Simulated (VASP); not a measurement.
# Ta (Im-3m) in VASP: further runs

Ta is run at these levels: LDA, PBEsol; tasks: single point.

All numbers are computed with VASP 6.6.1; they aren't measurements. Logs are shortened: lines on timing, memory, paths and dates and some standing lists are left out, and cuts for length are marked.

## (1) The cell of the first run

The structure is cubic, space group Im-3m (No. 229). The conventional cell has a = 3.303 Å, b = 3.303 Å, c = 3.303 Å, α = 90.00°, β = 90.00°, γ = 90.00°. Within 3.8 Å of Ta (site symmetry m-3m) lie 14 Ta at 2.86 to 3.30 Å.

## (2) Single point, LDA

File INCAR:

```
SYSTEM = Ta
PREC = Accurate
ENCUT = 520
EDIFF = 1E-7
ISMEAR = -1
SIGMA = 0.1
LREAL = .FALSE.
LASPH = .TRUE.
NELM = 80
ALGO = Normal
ISIF = 2
LWAVE = .FALSE.
LCHARG = .TRUE.
GGA = CA
LELF = .TRUE.
LVHAR = .TRUE.
NBANDS = 12
```

File KPOINTS:

```
regular mesh
0
G
  8 8 8
  0 0 0
```

File POSCAR:

```
Ta
1.0
   -1.6512800000      1.6512800000      1.6512800000
    1.6512800000     -1.6512800000      1.6512800000
    1.6512800000      1.6512800000     -1.6512800000
Ta
1
Direct
    0.0000000000      0.0000000000      0.0000000000
```

Potentials or basis: VASP PAW LDA potentials, release 64 (Ta_pv).

Run with:

```sh
> cat potpaw_LDA.64/Ta_pv/POTCAR > POTCAR
> mpirun -np 1 vasp_std > vasp.out
```

OUTCAR:

```text
SYSTEM = Ta
   PREC = Accurate
   ENCUT = 520
   EDIFF = 1E-7
   ISMEAR = -1
   LREAL = .FALSE.
   LASPH = .TRUE.
   NELM = 80
   ISIF = 2
   GGA = CA

 ion  position               nearest neighbor table
   1  0.000  0.000  0.000-

  LATTYP: Found a body centered cubic cell.
 ALAT       =     3.3025600000

  Lattice vectors:

 A1 = (  -1.6512800000,   1.6512800000,   1.6512800000)
 A2 = (   1.6512800000,  -1.6512800000,   1.6512800000)
 A3 = (   1.6512800000,   1.6512800000,  -1.6512800000)

Analysis of symmetry for initial positions (statically):
=====================================================================
 Subroutine PRICEL returns:
 Original cell was already a primitive cell.

 Routine SETGRP: Setting up the symmetry group for a
 body centered cubic supercell.

 Subroutine GETGRP returns: Found 48 space group operations
 (whereof 48 operations were pure point group operations)
 out of a pool of 48 trial point group operations.

The static configuration has the point symmetry O_h .

Analysis of symmetry for dynamics (positions and initial velocities):
=====================================================================
 Subroutine PRICEL returns:
 Original cell was already a primitive cell.

 Routine SETGRP: Setting up the symmetry group for a
 body centered cubic supercell.

 Subroutine GETGRP returns: Found 48 space group operations
 (whereof 48 operations were pure point group operations)
 out of a pool of 48 trial point group operations.

The dynamic configuration has the point symmetry O_h .

 Subroutine INISYM returns: Found 48 space group operations
 (whereof 48 operations are pure point group operations),
 and found     1 'primitive' translations

----------------------------------------------------------------------------------------

                                     Primitive cell

  volume of cell :      18.0104

  direct lattice vectors                    reciprocal lattice vectors
    -1.651280000  1.651280000  1.651280000     0.000000000  0.302795407  0.302795407
     1.651280000 -1.651280000  1.651280000     0.302795407  0.000000000  0.302795407
     1.651280000  1.651280000 -1.651280000     0.302795407  0.302795407  0.000000000

  length of vectors
     2.860100858  2.860100858  2.860100858     0.428217371  0.428217371  0.428217371

  position of ions in fractional coordinates (direct lattice)
     0.000000000  0.000000000  0.000000000

  ion indices of the primitive-cell ions
   primitive index   ion index
                 1           1

----------------------------------------------------------------------------------------

 KPOINTS: regular mesh

Automatic generation of k-mesh.
 Grid dimensions read from file:
 generate k-points for:    8    8    8

 Generating k-lattice:

  Cartesian coordinates                     Fractional coordinates (reciprocal lattice)
     0.000000000  0.037849426  0.037849426     0.125000000  0.000000000  0.000000000
     0.037849426  0.000000000  0.037849426     0.000000000  0.125000000  0.000000000
     0.037849426  0.037849426  0.000000000     0.000000000  0.000000000  0.125000000

  Length of vectors
     0.053527171  0.053527171  0.053527171

  Shift w.r.t. Gamma in fractional coordinates (k-lattice)
     0.000000000  0.000000000  0.000000000

 Subroutine IBZKPT returns following result:
 ===========================================

 Found     29 irreducible k-points:

 Following reciprocal coordinates:
            Coordinates               Weight
  0.000000  0.000000  0.000000      1.000000
  0.125000  0.000000  0.000000     12.000000
  0.250000  0.000000  0.000000     12.000000
  0.375000  0.000000  0.000000     12.000000
  0.500000  0.000000  0.000000      6.000000
  0.125000  0.125000  0.000000     24.000000
[... 16 lines left out ...]
 -0.250000  0.250000  0.250000      6.000000
 -0.375000  0.375000  0.250000     24.000000
 [... further k-points ...]
   k-points           NKPTS =     29   k-points in BZ     NKDIM =     29   number of bands    NBANDS=     12
   number of dos      NEDOS =    301   number of ions     NIONS =      1
   total plane-waves  NPLWV =  13824
   dimension x,y,z NGX =    24 NGY =   24 NGZ =   24
   dimension x,y,z NGXF=    48 NGYF=   48 NGZF=   48
   ions per type =               1
   NGX,Y,Z   is equivalent  to a cutoff of  13.95, 13.95, 13.95 a.u.
   NGXF,Y,Z  is equivalent  to a cutoff of  27.90, 27.90, 27.90 a.u.
 SYSTEM =  Ta
   PREC   = accura    normal or accurate (medium, high low for compatibility)
   ISTART =      0    job   : 0-new  1-cont  2-samecut
   ICHARG =      2    charge: 1-file 2-atom 10-const
   ISPIN  =      1    spin polarized calculation?
   LNONCOLLINEAR =      F non collinear calculations
   LSORBIT =      F    spin-orbit coupling
   LASPH  =      T    aspherical Exc in radial PAW
   ENCUT  =  520.0 eV  38.22 Ry    6.18 a.u.   5.32  5.32  5.32*2*pi/ulx,y,z
   NELM   =     80;   NELMIN=  2; NELMDL= -5     # of ELM steps
   EDIFF  = 0.1E-06   stopping-criterion for ELM
   LREAL  =      F    real-space projection
   EDIFFG = 0.1E-05   stopping-criterion for IOM
   NSW    =      0    number of steps for IOM
   IBRION =     -1    ionic relax: 0-MD 1-quasi-New 2-CG
   NFREE  =      0    steps in history (QN), initial steepest desc. (CG)
   ISIF   =      2    stress and relaxation
   ISYM   =      2    0-nonsym 1-usesym 2-fastsym
   POTIM  = 0.5000    time-step for ionic-motion
   TEBEG  =    0.0;   TEEND  =   0.0 temperature during run
   PSTRESS=    0.0 pullay stress
   NELECT =      11.0000    total number of electrons
   NUPDOWN=      -1.0000    fix difference up-down
   EMIN   =  10.00;   EMAX   =-10.00  energy-range for DOS
   EFERMI =   0.00;   METHOD = LEGACY
   ISMEAR =    -1;   SIGMA  =   0.10  broadening in eV -4-tet -1-fermi 0-gaus
   EFERMI_NEDOS =   21; number of points for ismear=-14 and -15
   IALGO  =     38    algorithm
   IMIX   =      4    mixing-type and parameters
     AMIX     =   0.40;   BMIX     =  1.00
     AMIX_MAG =   1.60;   BMIX_MAG =  1.00
  volume/ion in A,a.u.               =      18.01       121.54
  Fermi-wavevector in a.u.,A,eV,Ry     =   1.388988  2.624806 26.249534  1.929286
  Thomas-Fermi vector in A             =   2.513061
   LORBIT       =      0    0 simple, 1 ext, 2 COOP (PROOUT), +10 PAW based schemes
   GGA     = CA    functional components
   LHFCALC =     F    Hartree Fock is set to
   AEXX    =    0.0000 exact exchange contribution
   IVDW    =     0    specifies the selected vdW correction
   LEPSILON=     F    determine dielectric tensor
   LRPA    =     F    only Hartree local field effects (RPA)
 non-spin polarized calculation
  energy-cutoff  :      520.00
  volume of cell :       18.01
 maximum number of plane-waves:       496
 NGX is ok and might be reduce to    24
   NGX = 11   NGY = 11   NGZ = 11

 number of electron      11.0000002 magnetization

 Free energy of the ion-electron system (eV)
  ---------------------------------------------------
  ext. energy  EPLUGINS =         0.00000000
  ---------------------------------------------------
  free energy    TOTEN  =       -12.85467890 eV

  energy without entropy =      -12.82135819  energy(sigma->0) =      -12.83801854

 E-fermi :   5.4154     XC(G=0): -12.7931

 val. band max:        5.3066693931   @ k =   0.2500   0.0000   0.0000
 cond. band min:       5.4173930887   @ k =  -0.2500   0.2500   0.1250
 fundamental gap:      0.1107236957
 Fermi energy:         5.4153853331

 k-point     1 :       0.0000    0.0000    0.0000
  band No.  band energies     occupation
      1     -27.4798      2.00000
      2     -27.4798      2.00000
      3     -27.4798      2.00000
      4      -2.4440      2.00000
      5       6.0814      0.00256
      6       6.0814      0.00256
      7       6.0814      0.00256
      8       9.3361      0.00000
      9       9.3361      0.00000
     10      19.1160      0.00000
     11      20.4740      0.00000
     12      20.4740      0.00000

 k-point     2 :       0.1250    0.0000    0.0000
  band No.  band energies     occupation
      1     -27.6692      2.00000
      2     -27.5383      2.00000
      3     -27.4808      2.00000
      4      -1.7640      2.00000
      5       5.6644      0.15315
      6       5.9106      0.01404
      7       6.7617      0.00000
      8       8.8085      0.00000
      9       9.3507      0.00000
     10      19.1155      0.00000
     11      21.0020      0.00000
     12      21.6613      0.00000

 k-point     3 :       0.2500    0.0000    0.0000
  band No.  band energies     occupation
      1     -28.1052      2.00000
      2     -27.6771      2.00000
      3     -27.4835      2.00000
      4      -0.1498      2.00000
      5       4.8060      1.99550
      6       5.3067      1.49569
      7       8.6898      0.00000
      8       8.7575      0.00000
      9       9.5241      0.00000
     10      19.1132      0.00000
     11      20.6491      0.00000
     12      22.2079      0.00000
[... 286 lines left out ...]
 k-point    23 :      -0.2500    0.2500    0.2500
  band No.  band energies     occupation
      1     -28.1285      2.00000
      2     -27.8906      2.00000
      3     -27.8906      2.00000
      4       1.7653      2.00000
      5       4.4352      1.99989
      6       6.6387      0.00001
      7       6.6387      0.00001
      8       8.5508      0.00000
      9      10.3660      0.00000
     10      19.1093      0.00000
     11      20.1226      0.00000
     12      24.8798      0.00000

 k-point    24 :      -0.3750    0.3750    0.2500
  band No.  band energies     occupation
      1     -28.3750      2.00000
      2     -28.0366      2.00000
      3     -27.9269      2.00000
      4       2.6113      2.00000
      5       3.4182      2.00000
      6       6.6482      0.00001
      7       7.3373      0.00000
      8      10.7893      0.00000
      9      10.9188      0.00000
     10      19.0886      0.00000
     11      19.4704      0.00000
     12      21.7539      0.00000

 [... further k-points ...]
[... 5 lines left out ...]
  --------------------------------------------------------------------------------------
  -------------------------------------------------------------------------------------
  Total       -1.0749117     -1.0749117     -1.0749117      0.0000000      0.0000000     -0.0000000
  in kB      -95.6227498    -95.6227498    -95.6227498      0.0000000      0.0000000     -0.0000000
  external PRESSURE =     -95.6227498 kB  Pullay stress =       0.0000000 kB

 VOLUME and BASIS-vectors are now :
 -----------------------------------------------------------------------------
  energy-cutoff  :      520.00
  volume of cell :       18.01
      direct lattice vectors                 reciprocal lattice vectors
    -1.651280000  1.651280000  1.651280000     0.000000000  0.302795407  0.302795407
     1.651280000 -1.651280000  1.651280000     0.302795407  0.000000000  0.302795407
     1.651280000  1.651280000 -1.651280000     0.302795407  0.302795407  0.000000000

 POSITION                                       TOTAL-FORCE (eV/Angst)
 -----------------------------------------------------------------------------------
      0.00000      0.00000      0.00000         0.000000     -0.000000     -0.000000
 -----------------------------------------------------------------------------------
    total drift:                                0.000000      0.000000      0.000000

  FREE ENERGIE OF THE ION-ELECTRON SYSTEM (eV)
  ---------------------------------------------------
  free  energy   TOTEN  =       -12.8546788982 eV

  energy  without entropy=      -12.8213581875  energy(sigma->0) =      -12.83801854
```

Wall time 7.2 s (1 thread of AMD EPYC 7R43 (Zen 3), shared host); peak memory 0.1 GiB.

What came out:

| Quantity | Value |
| --- | --- |
| Free energy | -12.8547 eV |
| Pressure | -9.6 GPa |

Levels at points of the mesh, in eV from the Fermi level:
```
           k point  band 1  band 2  band 3  band 4  band 5  band 6  band 7  band 8  band 9  band 10
(0.00, 0.00, 0.00)  -32.90  -32.90  -32.90   -7.86    0.67    0.67    0.67    3.92    3.92    13.70
(0.50, 0.00, 0.00)  -34.09  -33.28  -32.90   -4.38   -1.59    1.72    3.80    4.82    7.75    11.68
(0.50, 0.50, 0.50)  -33.73  -33.73  -33.73   -3.83   -3.83    6.78    6.78    6.78    8.73     8.73
```

Caveat: spin-orbit coupling is left out, which moves the levels of the heavy elements.

## (3) Single point, PBEsol

File INCAR:

```
SYSTEM = Ta
PREC = Accurate
ENCUT = 520
EDIFF = 1E-6
ISMEAR = 0
SIGMA = 0.05
LREAL = .False.
LASPH = .True.
NELM = 60
ALGO = Normal
ISIF = 2
LWAVE = .False.
LCHARG = .False.
GGA = PS
NBANDS = 12
```

File KPOINTS:

```
regular mesh
0
Gamma
  9 9 9
  0 0 0
```

POSCAR is that of step 2.

Potentials or basis: VASP PAW PBE potentials, release 64 (Ta_pv).

Run with:

```sh
> cat potpaw_PBE.64/Ta_pv/POTCAR > POTCAR
> mpirun -np 1 vasp_std > vasp.out
```

Wall time 9.2 s (1 thread of AMD EPYC 7R43 (Zen 3), shared host); peak memory 0.11 GiB.

Results (log left out):

* Free energy: -12.5270 eV
* Pressure: -3.9 GPa

Levels at points of the mesh, in eV from the Fermi level:
| k point | band 2 | band 3 | band 4 | band 5 | band 6 | band 7 | band 8 | band 9 |
| --- | --- | --- | --- | --- | --- | --- | --- | --- |
| (0.00, 0.00, 0.00) | -33.09 | -33.09 | -8.00 | 0.65 | 0.65 | 0.65 | 3.92 | 3.92 |

Caveat: the PAW data sets were made with another functional, which shifts forces and pressure a little; spin-orbit coupling is left out, which moves the levels of the heavy elements.

## (4) Single point, PBEsol

File INCAR:

```
SYSTEM = Ta
PREC     = Accurate       ! precision mode
ENCUT    = 520            ! plane-wave cutoff, eV
EDIFF    = 1E-7           ! SCF threshold, eV
ISMEAR   = 0              ! smearing method
SIGMA    = 0.025          ! smearing width, eV
LREAL    = .FALSE.        ! projectors in reciprocal space
LASPH    = .TRUE.         ! aspherical terms in the spheres
NELM     = 80             ! most SCF steps
ALGO     = Normal         ! electronic algorithm
ISIF     = 2              ! what is computed and relaxed
LWAVE    = .FALSE.        ! write WAVECAR
LCHARG   = .TRUE.         ! write CHGCAR
GGA      = PS             ! functional
LELF     = .TRUE.         ! ELF
LVHAR    = .TRUE.       
NBANDS   = 12             ! bands
```

File KPOINTS:

```
regular mesh
0
G
  9 9 9
  0 0 0
```

POSCAR is that of step 3.

Run with:

```sh
> cat potpaw_PBE.64/Ta_pv/POTCAR > POTCAR
> mpirun -np 1 vasp_std > vasp.out
```

It took 12 s on 1 thread of AMD EPYC 7R43 (Zen 3), shared host; peak memory 0.1 GiB.

The run converged. Its results:

- Free energy: -12.5252 eV
- Pressure: -3.9 GPa

Levels at points of the mesh, in eV from the Fermi level:
```tsv
k point	band 2	band 3	band 4	band 5	band 6	band 7	band 8	band 9
(0.00, 0.00, 0.00)	-33.09	-33.09	-8.01	0.65	0.65	0.65	3.92	3.92
```

Caveat: the PAW data sets were made with another functional, which shifts forces and pressure a little; spin-orbit coupling is left out, which moves the levels of the heavy elements.

## (5) Single point, PBEsol

File INCAR:

```
SYSTEM = Ta
ALGO = Normal ; EDIFF = 1E-7
ENCUT = 520 ; GGA = PS
ISIF = 2 ; ISMEAR = 0
LASPH = .TRUE. ; LCHARG = .FALSE.
LREAL = .FALSE. ; LWAVE = .FALSE.
NBANDS = 12 ; NELM = 100
PREC = Accurate ; SIGMA = 0.01
```

File KPOINTS:

```
k-points
0
G
  9 9 9
  0 0 0
```

POSCAR is that of step 4.

Potentials or basis: VASP PAW PBE potentials, release 64 (Ta_pv).

Run with:

```sh
> cat potpaw_PBE.64/Ta_pv/POTCAR > POTCAR
> mpirun -np 1 vasp_std > vasp.out
```

OUTCAR:

```text
SYSTEM = Ta
   EDIFF = 1E-7
   ENCUT = 520
   GGA = PS
   ISIF = 2
   ISMEAR = 0
   LASPH = .TRUE.
   LREAL = .FALSE.
   NELM = 100
   PREC = Accurate

 ion  position               nearest neighbor table
   1  0.000  0.000  0.000-

  LATTYP: Found a body centered cubic cell.
 ALAT       =     3.3025600000

  Lattice vectors:

 A1 = (  -1.6512800000,   1.6512800000,   1.6512800000)
 A2 = (   1.6512800000,  -1.6512800000,   1.6512800000)
[... 531 lines left out ...]
      3     -27.8860      2.00000
      4       2.1370      2.00000
      5       4.5637      2.00000
      6       4.6932      2.00000
      7       7.9337      0.00000
      8      11.2399      0.00000
      9      14.1900      0.00000
     10      16.0232      0.00000
     11      19.9023      0.00000
     12      20.0094      0.00000

 [... further k-points ...]
[... 5 lines left out ...]
  --------------------------------------------------------------------------------------
  -------------------------------------------------------------------------------------
  Total       -0.4165255     -0.4165255     -0.4165255      0.0000000      0.0000000     -0.0000000
  in kB      -37.0535641    -37.0535641    -37.0535641      0.0000000      0.0000000     -0.0000000
  external PRESSURE =     -37.0535641 kB  Pullay stress =       0.0000000 kB

 VOLUME and BASIS-vectors are now :
 -----------------------------------------------------------------------------
  energy-cutoff  :      520.00
  volume of cell :       18.01
      direct lattice vectors                 reciprocal lattice vectors
    -1.651280000  1.651280000  1.651280000     0.000000000  0.302795407  0.302795407
     1.651280000 -1.651280000  1.651280000     0.302795407  0.000000000  0.302795407
     1.651280000  1.651280000 -1.651280000     0.302795407  0.302795407  0.000000000

 POSITION                                       TOTAL-FORCE (eV/Angst)
 -----------------------------------------------------------------------------------
      0.00000      0.00000      0.00000        -0.000000     -0.000000     -0.000000
 -----------------------------------------------------------------------------------
    total drift:                                0.000000      0.000000      0.000000

  FREE ENERGIE OF THE ION-ELECTRON SYSTEM (eV)
  ---------------------------------------------------
  free  energy   TOTEN  =       -12.5244747093 eV

  energy  without entropy=      -12.5240769529  energy(sigma->0) =      -12.52427583
```

OSZICAR:

```text
N       E                     dE             d eps       ncg     rms          rms(c)
DAV:   1     0.623796980828E+02    0.62380E+02   -0.61239E+03   840   0.867E+02
DAV:   2    -0.120504149819E+02   -0.74430E+02   -0.72526E+02   944   0.247E+02
DAV:   3    -0.130545842434E+02   -0.10042E+01   -0.10011E+01   988   0.272E+01
DAV:   4    -0.130568574459E+02   -0.22732E-02   -0.22731E-02   956   0.144E+00
DAV:   5    -0.130568662161E+02   -0.87702E-05   -0.87691E-05   984   0.792E-02    0.137E+01
DAV:   6    -0.126412516719E+02    0.41561E+00   -0.31843E-01   960   0.602E+00    0.659E+00
DAV:   7    -0.125265960292E+02    0.11466E+00   -0.28671E-01   972   0.520E+00    0.432E-01
DAV:   8    -0.125251170856E+02    0.14789E-02   -0.69546E-03   920   0.650E-01    0.389E-01
DAV:   9    -0.125244855063E+02    0.63158E-03   -0.10254E-03   948   0.337E-01    0.381E-02
DAV:  10    -0.125244789445E+02    0.65618E-05   -0.74004E-06   948   0.324E-02    0.237E-02
DAV:  11    -0.125244747520E+02    0.41925E-05   -0.87453E-07   940   0.107E-02    0.542E-04
DAV:  12    -0.125244747093E+02    0.42657E-07   -0.10362E-08   536   0.123E-03
   1 F= -.12524475E+02 E0= -.12524276E+02  d E =-.397756E-03
```

stdout:

```text
POSCAR found type information on POSCAR Ta
 POSCAR found :  1 types and       1 ions
 scaLAPACK will be used
 -----------------------------------------------------------------------------
|                                                                             |
|                                                                             |
|     You enforced a specific xc type in the INCAR file but a different       |
|     I HOPE YOU KNOW WHAT YOU ARE DOING!                                     |
|                                                                             |
 -----------------------------------------------------------------------------

 LDA part: xc-table for (Slater+PW92), standard interpolation
 POSCAR, INCAR and KPOINTS ok, starting setup
 FFT: planning ... GRIDC
 FFT: planning ... GRID_SOFT
 FFT: planning ... GRID
 WAVECAR not read
 entering main loop
```

Wall time 10 s (1 thread of AMD EPYC 7R43 (Zen 3), shared host); peak memory 0.1 GiB.

What came out:

```yaml
Free_energy: -12.5245 eV
Pressure: -3.7 GPa
```

Caveat: the PAW data sets were made with another functional, which shifts forces and pressure a little; spin-orbit coupling is left out, which moves the levels of the heavy elements.

(Part 1 of 2 ends here.)
